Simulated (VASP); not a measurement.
# PbSe (Fm-3m) in VASP: density of states with PBE

Aim: the density of states of PbSe with PBE.

Program: VASP 6.6.1. These are calculated values, not measurements. Logs are shortened: lines on timing, memory, paths and dates and some standing lists are left out, and cuts for length are marked.

## Step 1: The cell of the first run

It takes space group Fm-3m (No. 225, cubic). Conventional cell: a = 6.218 Å, b = 6.218 Å, c = 6.218 Å, α = 90.00°, β = 90.00°, γ = 90.00°. Within 4.1 Å of Pb (site symmetry m-3m) lie 6 Se at 3.11 Å. Within 4.1 Å of Se (site symmetry m-3m) lie 6 Pb at 3.11 Å.

## Step 2: Density of states, PBE

POSCAR reads:

```
PbSe
1.0
    0.0000000000      3.1089437947      3.1089437947
    3.1089437947      0.0000000000      3.1089437947
    3.1089437947      3.1089437947      0.0000000000
Pb Se
1 1
Direct
    0.0000000000      0.0000000000      0.0000000000
    0.5000000000      0.5000000000      0.5000000000
```

INCAR.step1 reads:

```
SYSTEM = PbSe
PREC = Accurate ; ENCUT = 520
EDIFF = 1E-6 ; ISMEAR = 0
SIGMA = 0.01 ; LREAL = .False.
LASPH = .True. ; NELM = 100
ALGO = Normal ; ISIF = 2
LWAVE = .False. ; LCHARG = .True.
GGA = PE ; NBANDS = 17
```

KPOINTS.step1 reads:

```
regular mesh
0
Gamma
  10 10 10
  0 0 0
```

INCAR.step2 reads:

```
SYSTEM = PbSe
PREC = Accurate ; ENCUT = 520
EDIFF = 1E-6 ; ISMEAR = -5
SIGMA = 0.01 ; LREAL = .False.
LASPH = .True. ; NELM = 100
ALGO = Normal ; ISIF = 2
LWAVE = .False. ; LCHARG = .False.
GGA = PE ; LORBIT = 11
NEDOS = 2001 ; ICHARG = 11
```

KPOINTS.step2 reads:

```
regular mesh
0
Gamma
  15 15 15
  0 0 0
```

Potentials or basis: VASP PAW PBE potentials, release 64 (Pb_d, Se).

Command:

```sh
> cat potpaw_PBE.64/Pb_d/POTCAR potpaw_PBE.64/Se/POTCAR > POTCAR
> cp INCAR.step1 INCAR
> cp KPOINTS.step1 KPOINTS
> mpirun -np 1 vasp_std > vasp.out
> cp INCAR.step2 INCAR
> cp KPOINTS.step2 KPOINTS
> mpirun -np 1 vasp_std > vasp.out
```

OUTCAR:

```text
SYSTEM = PbSe
   PREC = Accurate
   ENCUT = 520
   EDIFF = 1E-6
   ISMEAR = -5
   LREAL = .False.
   LASPH = .True.
   NELM = 100
   ISIF = 2
   GGA = PE
   LORBIT = 11
   ICHARG = 11

 ion  position               nearest neighbor table
   1  0.000  0.000  0.000-   2 3.11   2 3.11   2 3.11   2 3.11   2 3.11   2 3.11
   2  0.500  0.500  0.500-   1 3.11   1 3.11   1 3.11   1 3.11   1 3.11   1 3.11

  LATTYP: Found a face centered cubic cell.
 ALAT       =     6.2178875894

  Lattice vectors:

 A1 = (   0.0000000000,   3.1089437947,   3.1089437947)
 A2 = (   3.1089437947,   0.0000000000,   3.1089437947)
 A3 = (   3.1089437947,   3.1089437947,   0.0000000000)

Analysis of symmetry for initial positions (statically):
=====================================================================
 Subroutine PRICEL returns:
 Original cell was already a primitive cell.

 Routine SETGRP: Setting up the symmetry group for a
 face centered cubic supercell.

 Subroutine GETGRP returns: Found 48 space group operations
 (whereof 48 operations were pure point group operations)
 out of a pool of 48 trial point group operations.

The static configuration has the point symmetry O_h .

Analysis of symmetry for dynamics (positions and initial velocities):
=====================================================================
 Subroutine PRICEL returns:
 Original cell was already a primitive cell.

 Routine SETGRP: Setting up the symmetry group for a
 face centered cubic supercell.

 Subroutine GETGRP returns: Found 48 space group operations
 (whereof 48 operations were pure point group operations)
 out of a pool of 48 trial point group operations.

The dynamic configuration has the point symmetry O_h .

 Subroutine INISYM returns: Found 48 space group operations
 (whereof 48 operations are pure point group operations),
 and found     1 'primitive' translations

----------------------------------------------------------------------------------------

                                     Primitive cell

  volume of cell :      60.0992

  direct lattice vectors                    reciprocal lattice vectors
     0.000000000  3.108943795  3.108943795    -0.160826323  0.160826323  0.160826323
     3.108943795  0.000000000  3.108943795     0.160826323 -0.160826323  0.160826323
     3.108943795  3.108943795  0.000000000     0.160826323  0.160826323 -0.160826323

  length of vectors
     4.396710479  4.396710479  4.396710479     0.278559363  0.278559363  0.278559363

  position of ions in fractional coordinates (direct lattice)
     0.000000000  0.000000000  0.000000000
     0.500000000  0.500000000  0.500000000

  ion indices of the primitive-cell ions
   primitive index   ion index
                 1           1
                 2           2

----------------------------------------------------------------------------------------

 KPOINTS: regular mesh

Automatic generation of k-mesh.
 Grid dimensions read from file:
 generate k-points for:   15   15   15

 Generating k-lattice:

  Cartesian coordinates                     Fractional coordinates (reciprocal lattice)
    -0.010721755  0.010721755  0.010721755     0.066666667  0.000000000  0.000000000
     0.010721755 -0.010721755  0.010721755     0.000000000  0.066666667  0.000000000
     0.010721755  0.010721755 -0.010721755     0.000000000  0.000000000  0.066666667

  Length of vectors
     0.018570624  0.018570624  0.018570624

  Shift w.r.t. Gamma in fractional coordinates (k-lattice)
     0.000000000  0.000000000  0.000000000

 TETIRR: Found    484 inequivalent tetrahedra from    20250

 Subroutine IBZKPT returns following result:
 ===========================================

 Found    120 irreducible k-points:

 Following reciprocal coordinates:
            Coordinates               Weight
  0.000000  0.000000  0.000000      1.000000
  0.066667  0.000000  0.000000      8.000000
  0.133333  0.000000  0.000000      8.000000
  0.200000  0.000000  0.000000      8.000000
  0.266667  0.000000  0.000000      8.000000
  0.333333  0.000000  0.000000      8.000000
[... 16 lines left out ...]
  0.133333  0.133333  0.000000      6.000000
  0.200000  0.133333  0.000000     24.000000
 [... further k-points ...]
   k-points           NKPTS =    120   k-points in BZ     NKDIM =    120   number of bands    NBANDS=     14
   number of dos      NEDOS =   2001   number of ions     NIONS =      2
   total plane-waves  NPLWV =  46656
   dimension x,y,z NGX =    36 NGY =   36 NGZ =   36
   dimension x,y,z NGXF=    72 NGYF=   72 NGZF=   72
   ions per type =               1   1
   NGX,Y,Z   is equivalent  to a cutoff of  13.61, 13.61, 13.61 a.u.
   NGXF,Y,Z  is equivalent  to a cutoff of  27.22, 27.22, 27.22 a.u.
 SYSTEM =  PbSe
   PREC   = accura    normal or accurate (medium, high low for compatibility)
   ISTART =      0    job   : 0-new  1-cont  2-samecut
   ICHARG =     11    charge: 1-file 2-atom 10-const
   ISPIN  =      1    spin polarized calculation?
   LNONCOLLINEAR =      F non collinear calculations
   LSORBIT =      F    spin-orbit coupling
   LASPH  =      T    aspherical Exc in radial PAW
   ENCUT  =  520.0 eV  38.22 Ry    6.18 a.u.   8.17  8.17  8.17*2*pi/ulx,y,z
   NELM   =    100;   NELMIN=  2; NELMDL=  0     # of ELM steps
   EDIFF  = 0.1E-05   stopping-criterion for ELM
   LREAL  =      F    real-space projection
   EDIFFG = 0.1E-04   stopping-criterion for IOM
   NSW    =      0    number of steps for IOM
   IBRION =     -1    ionic relax: 0-MD 1-quasi-New 2-CG
   NFREE  =      0    steps in history (QN), initial steepest desc. (CG)
   ISIF   =      2    stress and relaxation
   ISYM   =      2    0-nonsym 1-usesym 2-fastsym
   POTIM  = 0.5000    time-step for ionic-motion
   TEBEG  =    0.0;   TEEND  =   0.0 temperature during run
   PSTRESS=    0.0 pullay stress
   NELECT =      20.0000    total number of electrons
   NUPDOWN=      -1.0000    fix difference up-down
   EMIN   =  10.00;   EMAX   =-10.00  energy-range for DOS
   EFERMI =   0.00;   METHOD = LEGACY
   ISMEAR =    -5;   SIGMA  =   0.01  broadening in eV -4-tet -1-fermi 0-gaus
   EFERMI_NEDOS =   21; number of points for ismear=-14 and -15
   IALGO  =     38    algorithm
   IMIX   =      4    mixing-type and parameters
     AMIX     =   0.40;   BMIX     =  1.00
     AMIX_MAG =   1.60;   BMIX_MAG =  1.00
  volume/ion in A,a.u.               =      30.05       202.78
  Fermi-wavevector in a.u.,A,eV,Ry     =   1.134476  2.143849 17.511184  1.287036
  Thomas-Fermi vector in A             =   2.271180
   LORBIT       =     11    0 simple, 1 ext, 2 COOP (PROOUT), +10 PAW based schemes
   GGA     = PE    functional components
   LHFCALC =     F    Hartree Fock is set to
   AEXX    =    0.0000 exact exchange contribution
   IVDW    =     0    specifies the selected vdW correction
   LEPSILON=     F    determine dielectric tensor
   LRPA    =     F    only Hartree local field effects (RPA)
 non-spin polarized calculation
 Fermi weights with tetrahedron method with Bloechl corrections
  energy-cutoff  :      520.00
  volume of cell :       60.10
 maximum number of plane-waves:      1639
 NGX is ok and might be reduce to    36

 number of electron      20.0000002 magnetization

 Free energy of the ion-electron system (eV)
  ---------------------------------------------------
  ext. energy  EPLUGINS =         0.00000000
  ---------------------------------------------------
  free energy    TOTEN  =        -8.19802138 eV

  energy without entropy =       -8.19802138  energy(sigma->0) =       -8.19802138

 E-fermi :   4.4145     XC(G=0):  -9.3148

 val. band max:        4.4069294215   @ k =   0.4667   0.0000   0.0000
 cond. band min:       4.9808837717   @ k =   0.4667   0.0000   0.0000
 fundamental gap:      0.5739543502
 Fermi energy:         4.4145215687

 k-point     1 :       0.0000    0.0000    0.0000
  band No.  band energies     occupation
      1     -12.2655      2.00000
      2     -12.2655      2.00000
      3     -12.2655      2.00000
      4     -12.2627      2.00000
      5     -12.2627      2.00000
      6      -8.7062      2.00000
      7      -1.8762      2.00000
      8       2.8321      2.00000
      9       2.8321      2.00000
     10       2.8321      2.00000
     11       9.1064      0.00000
     12       9.1064      0.00000
     13       9.1064      0.00000
     14      11.1167      0.00000

 k-point     2 :       0.0667    0.0000    0.0000
  band No.  band energies     occupation
      1     -12.2653      2.00000
      2     -12.2650      2.00000
      3     -12.2650      2.00000
      4     -12.2628      2.00000
      5     -12.2628      2.00000
      6      -8.6749      2.00000
      7      -1.9763      2.00000
      8       2.8429      2.00000
      9       2.8429      2.00000
     10       2.9014      2.00000
     11       8.7475      0.00000
     12       8.9026      0.00000
     13       8.9026      0.00000
     14      11.0374      0.00000

 k-point     3 :       0.1333    0.0000    0.0000
  band No.  band energies     occupation
      1     -12.2665      2.00000
      2     -12.2665      2.00000
      3     -12.2648      2.00000
      4     -12.2602      2.00000
      5     -12.2602      2.00000
      6      -8.5831      2.00000
      7      -2.2504      2.00000
      8       2.8752      2.00000
      9       2.8752      2.00000
     10       3.0855      2.00000
     11       8.0086      0.00000
     12       8.4226      0.00000
     13       8.4226      0.00000
     14      10.9210      0.00000
[... 324 lines left out ...]
 k-point    23 :       0.1333    0.1333    0.0000
  band No.  band energies     occupation
      1     -12.2717      2.00000
      2     -12.2679      2.00000
      3     -12.2600      2.00000
      4     -12.2596      2.00000
      5     -12.2596      2.00000
      6      -8.5407      2.00000
      7      -2.2984      2.00000
      8       2.5951      2.00000
      9       2.5951      2.00000
     10       3.5922      2.00000
     11       7.0192      0.00000
     12       8.9886      0.00000
     13       8.9886      0.00000
     14      10.1501      0.00000

 k-point    24 :       0.2000    0.1333    0.0000
  band No.  band energies     occupation
      1     -12.2772      2.00000
      2     -12.2684      2.00000
      3     -12.2614      2.00000
      4     -12.2564      2.00000
      5     -12.2543      2.00000
      6      -8.4320      2.00000
      7      -2.5225      2.00000
      8       2.5087      2.00000
      9       2.5282      2.00000
     10       3.7614      2.00000
     11       6.5268      0.00000
     12       8.7402      0.00000
     13       8.8371      0.00000
     14      10.0431      0.00000

 [... further k-points ...]
[... 5 lines left out ...]
  --------------------------------------------------------------------------------------
  -------------------------------------------------------------------------------------
  Total       -0.0044036     -0.0044036     -0.0044036      0.0000000      0.0000000     -0.0000000
  in kB       -0.1173947     -0.1173947     -0.1173947      0.0000000      0.0000000     -0.0000000
  external PRESSURE =      -0.1173947 kB  Pullay stress =       0.0000000 kB

 VOLUME and BASIS-vectors are now :
 -----------------------------------------------------------------------------
  energy-cutoff  :      520.00
  volume of cell :       60.10
      direct lattice vectors                 reciprocal lattice vectors
     0.000000000  3.108943795  3.108943795    -0.160826323  0.160826323  0.160826323
     3.108943795  0.000000000  3.108943795     0.160826323 -0.160826323  0.160826323
     3.108943795  3.108943795  0.000000000     0.160826323  0.160826323 -0.160826323

 POSITION                                       TOTAL-FORCE (eV/Angst)
 -----------------------------------------------------------------------------------
      0.00000      0.00000      0.00000        -0.000000     -0.000000     -0.000000
      3.10894      3.10894      3.10894         0.000000      0.000000      0.000000
 -----------------------------------------------------------------------------------
    total drift:                               -0.000000      0.000000      0.000000

  FREE ENERGIE OF THE ION-ELECTRON SYSTEM (eV)
  ---------------------------------------------------
  free  energy   TOTEN  =        -8.1980213776 eV

  energy  without entropy=       -8.1980213776  energy(sigma->0) =       -8.19802138

 total charge

# of ion       s       p       d       tot
------------------------------------------
    1        1.478   0.511   9.837  11.826
    2        1.465   2.322   0.014   3.802
--------------------------------------------------
tot          2.943   2.833   9.852  15.627
```

Wall time 1.8 min (1 thread of Intel Xeon Platinum 8259CL at 2.50GHz (Skylake/Cascade Lake), shared host); peak memory 0.27 GiB.

What came out:

```yaml
Valence_electrons_inside_the_program's_atomic_spheres: Pb 11.83; Se 3.80
```

Levels at points of the mesh, in eV from the valence-band top:
```
           k point  band 8  band 9  band 10  band 11  band 12  band 13
(0.00, 0.00, 0.00)   -1.57   -1.57    -1.57     4.70     4.70     4.70
```

Caveat: spin-orbit coupling is left out, which moves the levels of the heavy elements.
